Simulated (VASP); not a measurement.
ZnS:

```
Zn S
1.0
     0.00000    2.47665    2.47665
     2.47665    0.00000    2.47665
     2.47665    2.47665    0.00000
Zn S
1 1
Direct
  0.00000 0.00000 0.00000
  0.50000 0.50000 0.50000
```

| Item | Value |
| --- | --- |
| Program | VASP 6.6.1 |
| Task | relaxation of cell and atoms |
| Functional | PBE |
| Potentials or basis | VASP PAW PBE potentials, release 64 (Zn, S) |
| Cutoff | 600 eV |
| k mesh | 8 × 8 × 8 |
| Occupations | gaussian, width 0.1 eV |
| Spin | no spin polarisation |

At the start: pressure 9.7 GPa; volume 15.19 Å³/atom.

Task: Where does the relaxation end?

Result: Over 3 steps the energy falls by 40.5 meV/atom and the volume is 16.64 Å³/atom (+9.5 %); space group Fm-3m (No. 225, to 0.05 Å).

Step by step:
```csv
step,energy change (eV),largest force (eV/Å),pressure (GPa),volume (Å³)
1,0.0000,0.0000,9.70,30.38
2,-0.0677,0.0000,-3.06,34.61
3,-0.0809,0.0000,0.02,33.28
```

Final structure:
```xyz
2
Lattice="0.0000 2.5530 2.5530 2.5530 0.0000 2.5530 2.5530 2.5530 0.0000" Properties=species:S:1:pos:R:3 pbc="T T T"
Zn    0.0000    0.0000    0.0000
S     2.5530    2.5530    2.5530
```
